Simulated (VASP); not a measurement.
Ti3H, 8 atoms in the cell. The cell holds a slab with vacuum, 8 atoms: a = 4.604 Å, b = 4.604 Å, c = 22.497 Å, α = 90.00°, β = 90.00°, γ = 120.00°. 

```yaml
Program: VASP 6.6.1
Task: single point
Functional: PBE
Potentials_or_basis: VASP PAW PBE potentials, release 64 (Ti_sv, H)
Cutoff: 520 eV
k_mesh: 6 × 6 × 1
Occupations: gaussian, width 0.1 eV
Spin: no spin polarisation
Dipole_correction: yes
Further_INCAR_settings: ALGO = Normal; EDIFF = 1e-07; NBANDS = 47
```

Potentials or basis: VASP PAW PBE potentials, release 64 (Ti_sv, H).

Launch:

```console
$ cat potpaw_PBE.64/Ti_sv/POTCAR potpaw_PBE.64/H/POTCAR > POTCAR
$ mpirun -np 1 vasp_std > vasp.out
```

Hardware: 1 thread of Intel(R) Xeon(R) 6975P-C (Granite Rapids), with other jobs on the host.

Q: Estimate the wall time of this run.

A: It took 6.8 min on 1 thread of Intel(R) Xeon(R) 6975P-C (Granite Rapids), with other jobs on the host, peak memory 0.55 GiB. Counts: scf iterations 35, k points 13.
